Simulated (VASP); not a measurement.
Here is a VASP 6.6.1 calculation.

Contents of INCAR:

```
ALGO = Fast
EDIFF = 1E-7
ENCUT = 520
GGA = CA
ISIF = 2
ISMEAR = 0
LASPH = True
LCHARG = False
LREAL = False
LWAVE = False
NBANDS = 18
NELM = 100
PREC = Accurate
SIGMA = 0.15
```

Contents of KPOINTS:

```
k-points
0
Gamma
  18 18 10
```

POSCAR

```
Ta
1.0
    2.9003720726      0.0000000000      0.0000000000
   -1.4501860363      2.5117958953      0.0000000000
    0.0000000000      0.0000000000      5.3729249600
Ta
2
Direct
    0.6666666667      0.3333333333      0.7500000000
    0.3333333333      0.6666666667      0.2500000000
```

Potentials or basis: VASP PAW LDA potentials, release 64 (Ta_pv).

Launch:

```console
$ cat potpaw_LDA.64/Ta_pv/POTCAR > POTCAR
$ mpirun -np 1 vasp_std > vasp.out
```

Predict the band gap on the k mesh.

zero (bands 11 and 12 overlap by 2.28 eV).

Estimate the pressure.

-16.5 GPa.

Stress tensor (GPa, compression positive):
```
-15.08   0.00   0.00
  0.00 -15.08   0.00
  0.00   0.00 -19.35
```

Caveat: the cell differs from its parent crystal (strain +0.0400 x Voigt [0, 0, 1, 0, 0, 0]); the cell stands under tension; spin-orbit coupling is left out, which moves the levels of the heavy elements.
